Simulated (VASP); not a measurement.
Set up this calculation in VASP 6.6.1, as the native input.

```yaml
Task: electric field gradients
Functional: PBE
Potentials_or_basis: VASP PAW PBE potentials, release 64 (Cd, Se)
Cutoff: 520 eV
k_mesh: 5 × 5 × 5
Occupations: fermi-dirac, width 0.08 eV
Spin: no spin polarisation
Dipole_correction: no
Further_INCAR_settings: ALGO = Normal; EDIFF = 1e-08; NBANDS = 16
```

The structure of CdSe (zincblende type) lies in POSCAR:

```
CdSe
1.0
    0.0000000000      3.0980507512      3.0980507512
    3.0980507512      0.0000000000      3.0980507512
    3.0980507512      3.0980507512      0.0000000000
Cd Se
1 1
Direct
    0.0000000000      0.0000000000      0.0000000000
    0.2500000000      0.2500000000      0.2500000000
```

One way to write it, as run:

INCAR

```
SYSTEM = CdSe
PREC     = Accurate       ! precision mode
ENCUT    = 520            ! plane-wave cutoff, eV
EDIFF    = 1E-8           ! SCF threshold, eV
ISMEAR   = -1             ! smearing method
SIGMA    = 0.08           ! smearing width, eV
LREAL    = .False.        ! projectors in reciprocal space
LASPH    = .True.         ! aspherical terms in the spheres
NELM     = 80             ! most SCF steps
ALGO     = Normal         ! electronic algorithm
ISIF     = 2              ! what is computed and relaxed
LWAVE    = .False.        ! write WAVECAR
LCHARG   = .False.        ! write CHGCAR
GGA      = PE             ! functional
LEFG     = .True.       
NBANDS   = 16             ! bands
```

KPOINTS

```
Automatic mesh
0
Gamma
  5 5 5
  0 0 0
```

Potentials or basis: VASP PAW PBE potentials, release 64 (Cd, Se).

The run is started by

```console
$ cat potpaw_PBE.64/Cd/POTCAR potpaw_PBE.64/Se/POTCAR > POTCAR
$ mpirun -np 1 vasp_std > vasp.out
```

Results of the run:

```
Pressure                                : 0.3 GPa
Band gap on the k mesh                  : 0.49 eV
Largest electric field gradient by atom : zero within the noise of the run
```

Run time: 26 s on 1 thread of Intel Xeon 8259CL, with other jobs on the host, peak memory 0.2 GiB.
